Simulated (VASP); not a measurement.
Wanted: the native input for a VASP 6.6.1 run.

* Task: single point
* Functional: PBE
* Potentials or basis: VASP PAW PBE potentials, release 64 (Zn, S)
* Cutoff: 520 eV
* k mesh: 8 × 8 × 8
* Occupations: gaussian, width 0.05 eV
* Spin: no spin polarisation
* Dipole correction: no
* Further INCAR settings: ALGO = Normal; EDIFF = 1e-07; NBANDS = 16

The structure of ZnS lies in POSCAR:

```
ZnS
1.0
    0.0000000000      2.7215639840      2.7215639840
    2.7215639840      0.0000000000      2.7215639840
    2.7215639840      2.7215639840      0.0000000000
Zn S
1 1
Direct
    0.0000000000      0.0000000000      0.0000000000
    0.7102239094      0.7632586969      0.7632586969
```

This cell differs from its parent crystal: all S atoms moved +0.125 Å, as atom 2 towards its neighbour atom 1 (Zn) at 2.357 Å.

One way to write it, as run:

INCAR

```
SYSTEM = ZnS
ALGO = Normal ; EDIFF = 1E-7
ENCUT = 520 ; GGA = PE
ISIF = 2 ; ISMEAR = 0
LASPH = .TRUE. ; LCHARG = .FALSE.
LREAL = .FALSE. ; LWAVE = .FALSE.
NBANDS = 16 ; NELM = 80
PREC = Accurate ; SIGMA = 0.05
```

KPOINTS

```
k-points
0
G
  8 8 8
  0 0 0
```

Potentials or basis: VASP PAW PBE potentials, release 64 (Zn, S).

Command:

```bash
$ cat potpaw_PBE.64/Zn/POTCAR potpaw_PBE.64/S/POTCAR > POTCAR
$ mpirun -np 1 vasp_std > vasp.out
```

It gave:

The pressure is 0.8 GPa, the largest force is 0.897 eV/Å and the band gap on the k mesh is 1.97 eV.

Caveat: the cell differs from its parent crystal (all S atoms moved +0.125 Å, as atom 2 towards its neighbour atom 1 (Zn) at 2.357 Å).

Wall time 78 s on 1 thread of Intel Xeon 8259CL (shared host), peak memory 0.19 GiB.
